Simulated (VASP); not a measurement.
Runs of VASP 6.6.1 on Mg2ZnO3. The structure is trigonal, space group P-3m1 (No. 164). Conventional cell: a = 3.033 Å, b = 3.033 Å, c = 7.403 Å, α = 90.00°, β = 90.00°, γ = 120.00°. Mg (site symmetry 3m) has 6 O at 2.12 to 2.14 Å within 2.8 Å. Zn (site symmetry -3m) has 6 O at 2.17 Å within 2.9 Å. O (site symmetry 3m) has 3 Mg at 2.12 Å and 3 Zn at 2.17 Å within 2.8 Å. Within 2.8 Å of O (site symmetry -3m) lie 6 Mg at 2.14 Å. 

```csv
U,gap on the mesh (eV),pressure (GPa),largest force (eV/Å)
Zn d U = 3.0 eV,2.97,-7.7,0.33
Zn d U = 5.0 eV,3.06,(a),0.50
Zn d U = 7.0 eV,3.15,-10.6,0.70
Zn d U = 1.0 eV,(b),-6.4,0.17
```

Alike in all rows: task single point; level PBEsol+U; potentials or basis VASP PAW PBE potentials, release 64 (Mg, Zn, O); no spin polarisation; cell as given; k mesh 12 × 12 × 4; cutoff (eV) 520; smearing gaussian 0.01 eV.

Problem. Estimate the missing entries.

Solution. (a) -9.1; (b) 2.85.

Caveats: the cell stands under tension; the PAW data sets were made with another functional, which shifts forces and pressure a little.

A k mesh can miss the band edges.
